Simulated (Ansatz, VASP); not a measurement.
## C: VASP beside Ansatz

```
C
1.0
     0.00000    1.78012    1.79134
     1.78012    0.00000    1.79134
     1.78012    1.78012    0.00000
C
2
Direct
  0.00000 0.00000 0.00000
  0.25000 0.25000 0.25000
```

Change from the starting cell: uniaxial_z strain +0.6%.

Alike in both runs: task single point; functional r2SCAN; k mesh 12 × 12 × 12; no spin polarisation.

|  | VASP | Ansatz |
| --- | --- | --- |
| version | VASP 6.6.1 | Ansatz 0.2.0 |
| potentials or method | VASP PAW PBE potentials, release 64 (C) | plane waves, PAW |
| plane-wave cutoff (eV) | 520 | 500 |
| occupations | gaussian, width 0.01 eV | fixed |
| valence electrons in the cell | 8 | 8 |

VASP gave:

```
gap on the k mesh at the Fermi level (eV)                     : 4.26
pressure (GPa)                                                : -1.7
traceless stress, the component that is largest in VASP (GPa) : -4.14
```

Problem. Estimate Ansatz's values.

Solution. gap on the k mesh at the Fermi level (eV): 4.29; pressure (GPa): -2.8; traceless stress, the component that is largest in VASP (GPa): -4.15.

VASP's potentials were made for PBE, not for r2SCAN.
